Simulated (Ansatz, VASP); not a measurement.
**AlRu in VASP and in Ansatz**

```xyz
2
Lattice="2.8420 0.0000 0.0000 0.0000 2.8420 0.0000 0.0000 0.0000 3.0664" Properties=species:S:1:pos:R:3 pbc="T T T"
Al    0.0000    0.0000    0.0000
Ru    1.4210    1.4210    1.5332
```

Change from the starting cell: strain -0.050 along x and y, +0.025 along z, atoms carried along.

Alike in both runs: task single point; functional r2SCAN; k mesh 16 × 16 × 16; occupations gaussian, width 0.15 eV; no spin polarisation.

|  | VASP | Ansatz |
| --- | --- | --- |
| version | VASP 6.6.1 | Ansatz 0.2.0 |
| potentials or method | VASP PAW PBE potentials, release 64 (Al, Ru_pv), cutoff 520 eV | scalar-relativistic, plane waves, PAW |
| valence electrons in the cell | 17 | 19 |

VASP gave:

| Quantity | Value |
| --- | --- |
| gap on the k mesh at the Fermi level (eV) | none |
| pressure (GPa) | 18.7 |
| traceless stress, the component that is largest in VASP (GPa) | -10.89 |

Question: Estimate Ansatz's values.

Answer: gap on the k mesh at the Fermi level (eV): none; pressure (GPa): 18.4; traceless stress, the component that is largest in VASP (GPa): -10.84.

VASP's potentials were made for PBE, not for r2SCAN. A gap of «none» marks a metal or a gap that the smearing closes. With one functional, cell and mesh, what is left measures potentials, basis and numerics. VASP's potentials hold 17 valence electrons a cell and Ansatz's 19, so a difference there can come from the potentials and not from the codes.
